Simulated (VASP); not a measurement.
Input of a VASP 6.6.1 run:

File INCAR:

```
SYSTEM = RbCaH3
PREC = Accurate
ENCUT = 520
EDIFF = 1E-7
ISMEAR = 0
SIGMA = 0.05
LREAL = .FALSE.
LASPH = .TRUE.
NELM = 60
ALGO = Normal
ISIF = 2
LWAVE = .FALSE.
LCHARG = .TRUE.
LELF = .TRUE.
LVHAR = .TRUE.
NBANDS = 19
```

KPOINTS

```
Automatic mesh
0
G
  6 6 6
  0 0 0
```

File POSCAR:

```
RbCaH3
1.0
    4.5470000000      0.0000000000      0.0000000000
    0.0000000000      4.5470000000      0.0000000000
    0.0000000000      0.0000000000      4.5470000000
Rb Ca H
1 1 3
Direct
    0.0095230416      0.0095230416      0.0095230416
    0.5000000000      0.5000000000      0.5000000000
    0.0000000000      0.5000000000      0.5000000000
    0.5000000000      0.0000000000      0.5000000000
    0.5000000000      0.5000000000      0.0000000000
```

Potentials or basis: VASP PAW LDA potentials, release 64 (Rb_sv, Ca_sv, H).

Run with:

```sh
$ cat potpaw_LDA.64/Rb_sv/POTCAR potpaw_LDA.64/Ca_sv/POTCAR potpaw_LDA.64/H/POTCAR > POTCAR
$ mpirun -np 1 vasp_std > vasp.out
```

Q: Predict the largest force.

A: 0.063 eV/Å.

Q: What does it give for the band gap on the k mesh?

A: 2.93 eV, direct.

Q: What does it give for the pressure?

A: -2.4 GPa.

Forces on the atoms (eV/Å):
```
Rb  -0.037 -0.037 -0.037
Ca   0.036  0.036  0.036
H    0.011 -0.005 -0.005
H   -0.005  0.011 -0.005
H   -0.005 -0.005  0.011
```

Caveat: the cell differs from its parent crystal (all Rb atoms moved +0.075 Å, as atom 1 along Cartesian [1 1 1]). A k mesh can miss the band edges.
